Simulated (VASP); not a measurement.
The system is Pd.

```
Pd
1.0
     2.78367    0.00000    0.00000
    -1.39183    2.41072    0.00000
     0.00000    0.00000    4.62889
Pd
2
Direct
  0.33333 0.66667 0.25000
  0.66667 0.33333 0.75000
```

This isn't the form of Pd at room conditions, which is fcc.

```yaml
Program: VASP 6.6.1
Task: relaxation of cell and atoms
Functional: B3LYP
Potentials_or_basis: VASP PAW PBE potentials, release 64 (Pd)
Cutoff: 600 eV
k_mesh: 6 × 6 × 3
Occupations: fermi-dirac, width 0.05 eV
Spin: no spin polarisation
```

At the start: pressure 2.2 GPa; volume 15.53 Å³/atom.

Question: How do energy, volume and symmetry change on relaxing?

Answer: Over 5 steps the energy falls by 6.0 meV/atom and the volume is 15.77 Å³/atom (+1.5 %); space group P6_3/mmc (No. 194, to 0.1 Å) before and after.

Step by step:
| step | energy change (eV) | largest force (eV/Å) | pressure (GPa) | volume (Å³) |
| --- | --- | --- | --- | --- |
| 1 | 0.0000 | 0.0000 | 2.23 | 31.06 |
| 2 | -0.0081 | 0.0000 | -2.30 | 32.04 |
| 3 | -0.0098 | 0.0000 | -1.04 | 31.74 |
| 4 | -0.0118 | 0.0000 | 0.35 | 31.47 |
| 5 | -0.0120 | 0.0000 | 0.02 | 31.53 |

Final structure:
```cif
data_structure
_symmetry_space_group_name_H-M 'P 1'
_symmetry_Int_Tables_number 1
_cell_length_a 2.7725
_cell_length_b 2.7725
_cell_length_c 4.7369
_cell_angle_alpha 90.000
_cell_angle_beta 90.000
_cell_angle_gamma 120.000
_cell_volume 31.53
loop_
_atom_site_label
_atom_site_type_symbol
_atom_site_fract_x
_atom_site_fract_y
_atom_site_fract_z
_atom_site_occupancy
Pd1 Pd 0.33333 0.66667 0.25000 1
Pd2 Pd 0.66667 0.33333 0.75000 1
```

Caveat: the k points lie up to 0.44 Å⁻¹ apart in the final cell, too coarse for converged energies and pressures of a metal; the PAW data sets were made with another functional, which shifts forces and pressure a little.
